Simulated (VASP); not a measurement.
Input of a VASP 6.6.1 run:

POSCAR

```
Mo
1.0
   -1.5558434242      1.5558434242      1.5558434242
    1.5558434242     -1.5558434242      1.5558434242
    1.5558434242      1.5558434242     -1.5558434242
Mo
1
Direct
    0.0000000000      0.0000000000      0.0000000000
```

INCAR.step1

```
SYSTEM = Mo
ALGO = Normal
EDIFF = 1E-5
ENCUT = 520
GGA = PE
ISIF = 2
ISMEAR = -1
LASPH = .TRUE.
LCHARG = .FALSE.
LREAL = .FALSE.
LWAVE = .TRUE.
NBANDS = 13
NELM = 100
PREC = Accurate
SIGMA = 0.05
```

The input INCAR.step2:

```
SYSTEM = Mo
AEXX = 0.25
ALGO = Normal
EDIFF = 1E-7
ENCUT = 520
GGA = PS
ISIF = 2
ISMEAR = -1
ISTART = 1
LASPH = .TRUE.
LCHARG = .FALSE.
LHFCALC = .TRUE.
LREAL = .FALSE.
LWAVE = .FALSE.
NBANDS = 13
NELM = 100
PREC = Accurate
PRECFOCK = Normal
SIGMA = 0.05
```

KPOINTS

```
k-points
0
G
  6 6 6
  0 0 0
```

Potentials or basis: VASP PAW PBE potentials, release 64 (Mo_sv).

Launch:

```sh
$ cat potpaw_PBE.64/Mo_sv/POTCAR > POTCAR
$ cp INCAR.step1 INCAR
$ mpirun -np 1 vasp_std > vasp.out
$ cp INCAR.step2 INCAR
$ mpirun -np 1 vasp_std > vasp.out
```

What does it give for the band gap on the k mesh?

Zero (bands 7 and 8 overlap by 7.52 eV).

Estimate the pressure.

0.8 GPa.

Caveat: the k points lie up to 0.48 Å⁻¹ apart, too coarse for converged energies and pressures of a metal; the PAW data sets were made with another functional, which shifts forces and pressure a little.
